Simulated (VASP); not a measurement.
# TaGe3Ru: single point with PBE

The system is TaGe3Ru.

```
Ta Ge Ru
1.0
     4.97371    0.00000    0.00000
    -2.48685    4.30736    0.00000
     0.00000    0.00000    4.95354
Ta Ge Ru
1 3 1
Direct
  0.00000 0.00000 0.50000
  0.50000 0.00000 0.00000
  0.00000 0.50000 0.00000
  0.50000 0.50000 0.00000
  0.00000 0.00000 0.00000
```

The cell was built from a structure type or drawn by symmetry, and may not be a known phase.

```json
{
  "Program": "VASP 6.6.1",
  "Task": "single point",
  "Functional": "PBE",
  "Potentials or basis": "VASP PAW PBE potentials, release 64 (Ta_pv, Ge_d, Ru_pv)",
  "Cutoff": "520 eV",
  "k mesh": "6 × 6 × 4",
  "Occupations": "gaussian, width 0.1 eV",
  "Spin": "no spin polarisation",
  "Dipole correction": "no",
  "Further INCAR settings": "ALGO = Normal; EDIFF = 1e-06; NBANDS = 42"
}
```

```json
{"Pressure": "12.0 GPa", "Band gap on the k mesh": "zero (an odd number of electrons rules out a gap without spin polarisation)"}
```

Stress tensor (GPa, compression positive):
```
18.42  0.00  0.00
 0.00 18.42  0.00
 0.00  0.00 -0.75
```

Levels at points of the mesh, in eV from the Fermi level:
```tsv
k point	band 31	band 32	band 33	band 34	band 35	band 36	band 37	band 38
(0.00, 0.00, 0.00)	-3.84	-1.73	-0.28	-0.28	0.62	0.62	0.86	2.15
(0.50, 0.00, 0.00)	-1.32	-0.62	0.09	0.54	0.63	1.12	1.56	2.14
(0.00, 0.00, 0.50)	-2.41	-0.93	-0.93	-0.28	0.04	0.04	1.02	1.02
(0.50, 0.00, 0.50)	-1.51	-0.75	-0.75	-0.27	-0.14	0.32	0.39	1.73
```

Wall time 3.6 min on 1 thread of Intel Xeon 8259CL, with other jobs on the host, peak memory 0.29 GiB.

Caveat: the cell stands under pressure; spin-orbit coupling is left out, which moves the levels of the heavy elements.
